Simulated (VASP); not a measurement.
Runs of VASP 6.6.1 on PtSe2 (Sudovikovite). The structure is that of space group P-3m1 (No. 164), or close to it. The cells are those of the table. 

```tsv
level	potentials or basis	cell	k mesh	gap on the mesh (eV)	pressure (GPa)	largest force (eV/Å)
LDA	VASP PAW LDA potentials, release 64 (Pt, Se)	a = 3.729, b = 3.729, c = 5.277 Å, angles 90.0, 90.0, 120.0°, 3 atoms	12 × 12 × 6	none	-3.2	0.20
PBE	VASP PAW PBE potentials, release 64 (Pt, Se)	a = 3.729, b = 3.729, c = 5.277 Å, angles 90.0, 90.0, 120.0°, 3 atoms	12 × 12 × 6	none	(a)	0.17
PBE+D3(BJ)	VASP PAW PBE potentials, release 64 (Pt, Se)	a = 3.771, b = 3.771, c = 4.825 Å, angles 90.0, 90.0, 120.0°, 3 atoms	12 × 12 × 4	none	0.0	0.01
r2SCAN	VASP PAW PBE potentials, release 64 (Pt, Se)	a = 3.729, b = 3.729, c = 5.277 Å, angles 90.0, 90.0, 120.0°, 3 atoms	12 × 12 × 6	none	(b)	0.02
PBE+D4	VASP PAW PBE potentials, release 64 (Pt, Se)	a = 3.772, b = 3.772, c = 4.827 Å, angles 90.0, 90.0, 120.0°, 3 atoms	12 × 12 × 6	none	0.0	0.01
```

Alike in all rows: task single point; no spin polarisation; cutoff (eV) 520; smearing fermi-dirac 0.02 eV.

**Question.** Fill in the values left out.

**Answer.** (a) 3.8; (b) 1.4.

Caveats: spin-orbit coupling is left out, which moves the levels of the heavy elements; pairwise dispersion overbinds metals, which lowers pressure and volume (some runs); the PAW data sets were made with another functional, which shifts forces and pressure a little (some runs).

A k mesh can miss the band edges, and the runs leave out spin-orbit coupling on Pt, Se.

A gap of «none» marks levels without a gap at the run's occupations.
